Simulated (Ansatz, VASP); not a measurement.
# One calculation of TlCl, two programs

```
Tl Cl
1.0
     3.95372    0.00000    0.00000
     0.00000    3.95372    0.00000
     0.00000    0.00000    3.95372
Tl Cl
1 1
Direct
  0.00000 0.00000 0.00000
  0.50000 0.50000 0.50000
```

Alike in both runs: task single point; functional r2SCAN; k mesh 6 × 6 × 6; no spin polarisation.

|  | VASP | Ansatz |
| --- | --- | --- |
| version | VASP 6.6.1 | Ansatz 0.2.0 |
| potentials or method | VASP PAW PBE potentials, release 64 (Tl_d, Cl) | PAW with Ansatz's default frozen-core files, scalar-relativistic |
| plane-wave cutoff (eV) | 550 | 500 |
| occupations | gaussian, width 0.01 eV | fixed |
| valence electrons in the cell | 20 | 20 |

Ansatz gave:

* gap on the k mesh at the Fermi level (eV): 2.70
* pressure (GPa): -2.0

Estimate VASP's values.

gap on the k mesh at the Fermi level (eV): 2.71; pressure (GPa): -2.0.

VASP's potentials were made for PBE, not for r2SCAN.

Spin-orbit coupling is off throughout.
